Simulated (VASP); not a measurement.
Input of a VASP 6.6.1 run:

The input POSCAR:

```
BeTe
1.0
    0.0000000000      2.8286236224      2.8286236224
    2.8286236224      0.0000000000      2.8286236224
    2.8286236224      2.8286236224      0.0000000000
Be Te
1 1
Direct
    0.0000000000      0.0000000000      0.0000000000
    0.2500000000      0.2500000000      0.2500000000
```

File INCAR.step1:

```
SYSTEM = BeTe
  ALGO = Normal
  EDIFF = 1E-5
  ENCUT = 520
  GGA = PE
  ISIF = 2
  ISMEAR = 0
  LASPH = .TRUE.
  LREAL = .FALSE.
  LWAVE = .TRUE.
  NBANDS = 11
  NELM = 60
  PREC = Accurate
  SIGMA = 0.01
```

The input INCAR.step2:

```
SYSTEM = BeTe
  ALGO = Normal
  EDIFF = 1E-6
  ENCUT = 520
  GGA = PE
  HFSCREEN = 0.2079
  ISIF = 2
  ISMEAR = 0
  ISTART = 1
  LASPH = .TRUE.
  LCHARG = .TRUE.
  LELF = .TRUE.
  LHFCALC = .TRUE.
  LREAL = .FALSE.
  LVHAR = .TRUE.
  LWAVE = .FALSE.
  NBANDS = 11
  NELM = 60
  PREC = Accurate
  PRECFOCK = Normal
  SIGMA = 0.01
```

File KPOINTS:

```
k-points
0
G
  4 4 4
  0 0 0
```

Potentials or basis: VASP PAW PBE potentials, release 64 (Be, Te).

Launch:

```bash
$ cat potpaw_PBE.64/Be/POTCAR potpaw_PBE.64/Te/POTCAR > POTCAR
$ cp INCAR.step1 INCAR
$ mpirun -np 1 vasp_std > vasp.out
$ cp INCAR.step2 INCAR
$ mpirun -np 1 vasp_std > vasp.out
```

(1) Estimate the pressure.

(2) Predict the band gap on the k mesh.

## Answers

(1) -0.5 GPa.

(2) 2.69 eV, indirect (least direct gap 4.49 eV).

Caveat: the k points lie up to 0.48 Å⁻¹ apart; the PAW data sets were made with another functional, which shifts forces and pressure a little; spin-orbit coupling is left out, which moves the levels of the heavy elements.
